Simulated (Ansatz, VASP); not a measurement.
One calculation of Si2W, two programs

```
CELL_PARAMETERS angstrom
4.56424 0.00000 0.00000
-2.28212 3.95275 0.00000
0.00000 0.00000 6.58639
ATOMIC_POSITIONS crystal
Si 0.83643 0.67287 0.50000
Si 0.16357 0.83643 0.83333
Si 0.67287 0.83643 0.16667
Si 0.16357 0.32713 0.50000
Si 0.83643 0.16357 0.83333
Si 0.32713 0.16357 0.16667
W 0.00000 0.50000 0.16667
W 0.50000 0.50000 0.83333
W 0.50000 0.00000 0.50000
```

Alike in both runs: functional PBE; dispersion D3(BJ); k mesh 9 × 9 × 6; occupations gaussian, width 0.01 eV; no spin polarisation.

Ansatz relaxed the structure, and its values are those at the end. VASP's run is a single point on that final structure, the one shown.

|  | VASP | Ansatz |
| --- | --- | --- |
| version | VASP 6.6.1 | Ansatz 0.2.0 |
| potentials or method | VASP PAW PBE potentials, release 64 (Si, W_sv), cutoff 520 eV | scalar-relativistic, plane waves, PAW |
| valence electrons in the cell | 66 | 66 |

```tsv
	VASP	Ansatz	Ansatz less VASP
gap on the k mesh at the Fermi level (eV)	0.14	0.14	0.000
least direct gap on the mesh (eV)	0.72	0.72	0.000
pressure (GPa)	0.0	0.0	-0.04
```

Spin-orbit coupling is off throughout.
